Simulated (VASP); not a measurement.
# CuO (C2/c) in VASP: further runs

CuO is run at these levels: PBE; tasks: single point.

Everything below comes from runs of VASP 6.6.1. Logs are shortened: lines on timing, memory, paths and dates and some standing lists are left out, and cuts for length are marked.

## 1. The cell of the first run

The structure is monoclinic, space group C2/c (No. 15). Conventional cell: a = 4.684 Å, b = 3.423 Å, c = 5.129 Å, α = 90.00°, β = 99.54°, γ = 90.00°. Cu (site symmetry -1) has 4 O at 1.95 to 1.96 Å within 2.6 Å. O (site symmetry 2) has 6 Cu at 1.95 to 2.78 Å and 6 O at 2.62 to 2.90 Å within 3.0 Å.

## 2. Single point, PBE

The input, INCAR:

```
PREC = Accurate
ENCUT = 520
EDIFF = 1E-6
ISMEAR = 0
SIGMA = 0.015
LREAL = False
LASPH = True
NELM = 100
ALGO = Normal
ISIF = 2
LWAVE = False
LCHARG = True
GGA = PE
LELF = True
LVHAR = True
NBANDS = 25
```

The input, KPOINTS:

```
regular mesh
0
Gamma
  10 10 5
```

The input, POSCAR:

```
CuO
1.0
    2.3418500000     -1.7113000000      0.0000000000
    2.3418500000      1.7113000000      0.0000000000
   -0.8500274268      0.0000000000      5.0578693947
Cu O
2 2
Direct
    0.5000000000      0.0000000000      0.5000000000
    0.0000000000      0.5000000000      0.0000000000
    0.4184000000      0.5816000000      0.7500000000
    0.5816000000      0.4184000000      0.2500000000
```

Potentials or basis: VASP PAW PBE potentials, release 64 (Cu, O).

Run with:

```
$ cat potpaw_PBE.64/Cu/POTCAR potpaw_PBE.64/O/POTCAR > POTCAR
$ mpirun -np 1 vasp_std > vasp.out
```

OUTCAR:

```text
PREC = Accurate
   ENCUT = 520
   EDIFF = 1E-6
   ISMEAR = 0
   LREAL = False
   LASPH = True
   NELM = 100
   ISIF = 2
   GGA = PE

 ion  position               nearest neighbor table
   1  0.500  0.000  0.500-   3 1.95   4 1.95   4 1.96   3 1.96
   2  0.000  0.500  0.000-   4 1.95   3 1.95   4 1.96   3 1.96
   3  0.418  0.582  0.750-   2 1.95   1 1.95   2 1.96   1 1.96
   4  0.582  0.418  0.250-   1 1.95   2 1.95   2 1.96   1 1.96

  LATTYP: Found a base centered monoclinic cell.
 ALAT       =     4.6837000000
 B/A-ratio  =     0.7307470589
 C/A-ratio  =     1.0950317057
 COS(beta)  =    -0.1657361228

  Lattice vectors:

 A1 = (   2.3418500000,  -1.7113000000,   0.0000000000)
 A2 = (   2.3418500000,   1.7113000000,   0.0000000000)
 A3 = (  -0.8500274268,   0.0000000000,   5.0578693947)

Analysis of symmetry for initial positions (statically):
=====================================================================
 Subroutine PRICEL returns:
 Original cell was already a primitive cell.

 Routine SETGRP: Setting up the symmetry group for a
 base centered monoclinic supercell.

 Subroutine GETGRP returns: Found  4 space group operations
 (whereof  2 operations were pure point group operations)
 out of a pool of  4 trial point group operations.

The static configuration has the point symmetry S_2 .
 The point group associated with its full space group is C_2h.

Analysis of symmetry for dynamics (positions and initial velocities):
=====================================================================
 Subroutine PRICEL returns:
 Original cell was already a primitive cell.

 Routine SETGRP: Setting up the symmetry group for a
 base centered monoclinic supercell.

 Subroutine GETGRP returns: Found  4 space group operations
 (whereof  2 operations were pure point group operations)
 out of a pool of  4 trial point group operations.

The dynamic configuration has the point symmetry S_2 .
 The point group associated with its full space group is C_2h.

 Subroutine INISYM returns: Found  4 space group operations
 (whereof  2 operations are pure point group operations),
 and found     1 'primitive' translations

----------------------------------------------------------------------------------------

                                     Primitive cell

  volume of cell :      40.5399

[... 91 lines left out ...]
   NELM   =    100;   NELMIN=  2; NELMDL= -5     # of ELM steps
   EDIFF  = 0.1E-05   stopping-criterion for ELM
   LREAL  =      F    real-space projection
   EDIFFG = 0.1E-04   stopping-criterion for IOM
   NSW    =      0    number of steps for IOM
   IBRION =     -1    ionic relax: 0-MD 1-quasi-New 2-CG
   NFREE  =      0    steps in history (QN), initial steepest desc. (CG)
   ISIF   =      2    stress and relaxation
   ISYM   =      2    0-nonsym 1-usesym 2-fastsym
   POTIM  = 0.5000    time-step for ionic-motion
   TEBEG  =    0.0;   TEEND  =   0.0 temperature during run
   PSTRESS=    0.0 pullay stress
   NELECT =      34.0000    total number of electrons
   NUPDOWN=      -1.0000    fix difference up-down
   EMIN   =  10.00;   EMAX   =-10.00  energy-range for DOS
   EFERMI =   0.00;   METHOD = LEGACY
   ISMEAR =     0;   SIGMA  =   0.01  broadening in eV -4-tet -1-fermi 0-gaus
   EFERMI_NEDOS =   21; number of points for ismear=-14 and -15
   IALGO  =     38    algorithm
   IMIX   =      4    mixing-type and parameters
     AMIX     =   0.40;   BMIX     =  1.00
     AMIX_MAG =   1.60;   BMIX_MAG =  1.00
  volume/ion in A,a.u.               =      10.13        68.39
  Fermi-wavevector in a.u.,A,eV,Ry     =   1.543856  2.917465 32.429379  2.383492
  Thomas-Fermi vector in A             =   2.649460
   LORBIT       =      0    0 simple, 1 ext, 2 COOP (PROOUT), +10 PAW based schemes
   GGA     = PE    functional components
   LHFCALC =     F    Hartree Fock is set to
   AEXX    =    0.0000 exact exchange contribution
   IVDW    =     0    specifies the selected vdW correction
   LEPSILON=     F    determine dielectric tensor
   LRPA    =     F    only Hartree local field effects (RPA)
 non-spin polarized calculation
 Gauss-broadening in eV      SIGMA  =   0.01
  energy-cutoff  :      520.00
  volume of cell :       40.54
 maximum number of plane-waves:      1129
 NGX is ok and might be reduce to    24
   NGX = 11   NGY = 11   NGZ = 19

 number of electron      34.0000001 magnetization

 Free energy of the ion-electron system (eV)
  ---------------------------------------------------
  ext. energy  EPLUGINS =         0.00000000
  ---------------------------------------------------
  free energy    TOTEN  =       -19.52128123 eV

  energy without entropy =      -19.52100077  energy(sigma->0) =      -19.52114100

 E-fermi :   5.7123     XC(G=0): -11.9151

 val. band max:        5.7038222351   @ k =  -0.4000   0.2000   0.4000
 cond. band min:       5.7217126479   @ k =   0.5000   0.2000   0.4000
 fundamental gap:      0.0178904127
 Fermi energy:         5.7123078202

 k-point     1 :       0.0000    0.0000    0.0000
  band No.  band energies     occupation
      1     -14.2151      2.00000
      2     -12.8888      2.00000
      3      -2.4336      2.00000
      4       0.1579      2.00000
      5       0.5540      2.00000
      6       2.4020      2.00000
[... 661 lines left out ...]
     24      19.0982      0.00000
     25      20.1580      0.00000

 [... further k-points ...]

------------------------ aborting loop because EDIFF is reached ----------------------------------------

  FORCE on cell =-STRESS in cart. coord.  units (eV):
  Direction    XX          YY          ZZ          XY          YZ          ZX
  --------------------------------------------------------------------------------------
  -------------------------------------------------------------------------------------
  Total        1.6133039      1.8354774      1.4318610      0.0000000      0.0000000     -0.3443403
  in kB       63.7593592     72.5398745     56.5885558      0.0000000      0.0000000    -13.6086671
  external PRESSURE =      64.2959299 kB  Pullay stress =       0.0000000 kB

 VOLUME and BASIS-vectors are now :
 -----------------------------------------------------------------------------
  energy-cutoff  :      520.00
  volume of cell :       40.54
      direct lattice vectors                 reciprocal lattice vectors
     2.341850000 -1.711300000  0.000000000     0.213506416 -0.292175539  0.035881968
     2.341850000  1.711300000  0.000000000     0.213506416  0.292175539  0.035881968
    -0.850027427  0.000000000  5.057869395     0.000000000  0.000000000  0.197711709

 POSITION                                       TOTAL-FORCE (eV/Angst)
 -----------------------------------------------------------------------------------
      0.74591     -0.85565      2.52893        -0.000000     -0.000000      0.000000
      1.17092      0.85565      0.00000        -0.000000     -0.000000      0.000000
      1.70433      0.27928      3.79340        -0.000000     -0.218874      0.000000
      2.12934     -0.27928      1.26447         0.000000      0.218874      0.000000
 -----------------------------------------------------------------------------------
    total drift:                                0.000000     -0.000000     -0.000000

  FREE ENERGIE OF THE ION-ELECTRON SYSTEM (eV)
  ---------------------------------------------------
  free  energy   TOTEN  =       -19.5212812322 eV

  energy  without entropy=      -19.5210007721  energy(sigma->0) =      -19.52114100
```

OSZICAR:

```text
N       E                     dE             d eps       ncg     rms          rms(c)
DAV:   1     0.295677351627E+03    0.29568E+03   -0.16337E+04  7466   0.216E+03
DAV:   2     0.105708213224E+02   -0.28511E+03   -0.26256E+03  7252   0.397E+02
DAV:   3    -0.244455303042E+02   -0.35016E+02   -0.33159E+02  8647   0.154E+02
DAV:   4    -0.256141122235E+02   -0.11686E+01   -0.11628E+01  8630   0.303E+01
DAV:   5    -0.256373234809E+02   -0.23211E-01   -0.23203E-01  9182   0.378E+00    0.174E+01
DAV:   6    -0.229382119791E+02    0.26991E+01   -0.34989E+01 10069   0.149E+02    0.132E+01
DAV:   7    -0.194585150880E+02    0.34797E+01   -0.97545E+00  8545   0.114E+02    0.259E+00
DAV:   8    -0.195562600395E+02   -0.97745E-01   -0.15027E+00  7455   0.844E+00    0.161E+00
DAV:   9    -0.195254797619E+02    0.30780E-01   -0.57461E-02 12151   0.637E+00    0.495E-01
DAV:  10    -0.195217921822E+02    0.36876E-02   -0.12851E-02 10560   0.181E+00    0.320E-01
DAV:  11    -0.195212196058E+02    0.57258E-03   -0.59093E-03 10743   0.709E-01    0.490E-02
DAV:  12    -0.195212449451E+02   -0.25339E-04   -0.26711E-04  8836   0.178E-01    0.278E-02
DAV:  13    -0.195212829088E+02   -0.37964E-04   -0.48447E-05 10683   0.767E-02    0.108E-02
DAV:  14    -0.195212813467E+02    0.15622E-05   -0.83132E-07  6169   0.340E-02    0.571E-03
DAV:  15    -0.195212812322E+02    0.11446E-06   -0.30687E-06  6393   0.164E-02
   1 F= -.19521281E+02 E0= -.19521141E+02  d E =-.280460E-03
```

stdout:

```text
POSCAR found type information on POSCAR CuO
 POSCAR found :  2 types and       4 ions
 scaLAPACK will be used
 LDA part: xc-table for (Slater+PW92), standard interpolation
 POSCAR, INCAR and KPOINTS ok, starting setup
 FFT: planning ... GRIDC
 FFT: planning ... GRID_SOFT
 FFT: planning ... GRID
 WAVECAR not read
 entering main loop
```

Wall time 81 s (1 thread of AMD EPYC 9R45 (Zen 5), shared host); peak memory 0.22 GiB.

What came out:

| Item | Value |
| --- | --- |
| Free energy | -19.5213 eV |
| Pressure | 6.4 GPa |
| Largest force | 0.219 eV/Å |
| Band gap on the k mesh | zero (bands 17 and 18 overlap by 0.60 eV) |

Forces on the atoms (eV/Å):
```
Cu   0.000  0.000  0.000
Cu   0.000  0.000  0.000
O    0.000 -0.219  0.000
O    0.000  0.219  0.000
```

Caveat: the cell stands under pressure; semilocal functionals often make such compounds metallic where correlation or magnetic order opens a gap, which also shifts bond lengths. With open d or f shells a metallic result of PBE can be an artefact of self-interaction; +U or a hybrid may open a gap.

## 3. Single point, PBE

The input, INCAR:

```
PREC     = Accurate       # precision mode
ENCUT    = 520            # plane-wave cutoff, eV
EDIFF    = 1E-7           # SCF threshold, eV
ISMEAR   = 0              # smearing method
SIGMA    = 0.016          # smearing width, eV
LREAL    = F              # projectors in reciprocal space
LASPH    = T              # aspherical terms in the spheres
NELM     = 60             # most SCF steps
ALGO     = Normal         # electronic algorithm
ISIF     = 2              # what is computed and relaxed
LWAVE    = F              # write WAVECAR
LCHARG   = F              # write CHGCAR
GGA      = PE             # functional
NBANDS   = 25             # bands
```

KPOINTS is that of step 2.

POSCAR is that of step 2.

Potentials or basis: VASP PAW PBE potentials, release 64 (Cu, O).

Run with:

```
$ cat potpaw_PBE.64/Cu/POTCAR potpaw_PBE.64/O/POTCAR > POTCAR
$ mpirun -np 1 vasp_std > vasp.out
```

Run time: 86 s. Hardware: 1 thread of AMD EPYC 9R45 (Zen 5), shared host; peak memory 0.22 GiB.

Results (log left out):

```yaml
Free_energy: -19.5213 eV
Pressure: 6.3 GPa
Largest_force: 0.219 eV/Å
Band_gap_on_the_k_mesh: zero (bands 17 and 18 overlap by 0.60 eV)
```

Forces on the atoms (eV/Å):
```
Cu   0.000  0.000  0.000
Cu   0.000  0.000  0.000
O    0.000 -0.219  0.000
O    0.000  0.219  0.000
```

Stress tensor (GPa, compression positive):
```
 6.29  0.00 -1.36
 0.00  7.17  0.00
-1.36  0.00  5.57
```

Levels at points of the mesh, in eV from the Fermi level:
```csv
k point,band 13,band 14,band 15,band 16,band 17,band 18,band 19,band 20,band 21,band 22
"(0.00, 0.00, 0.00)",-2.39,-2.22,-2.17,-1.66,0.22,0.95,1.73,6.06,8.18,13.40
"(0.50, 0.00, 0.00)",-2.06,-1.60,-1.51,-1.42,0.01,0.26,4.89,6.34,6.97,11.14
"(0.50, 0.50, 0.00)",-2.14,-2.13,-1.67,-1.22,-0.66,1.08,3.37,7.13,8.54,10.06
```

Caveat: the cell stands under pressure; semilocal functionals often make such compounds metallic where correlation or magnetic order opens a gap, which also shifts bond lengths. With open d or f shells a metallic result of PBE can be an artefact of self-interaction; +U or a hybrid may open a gap.
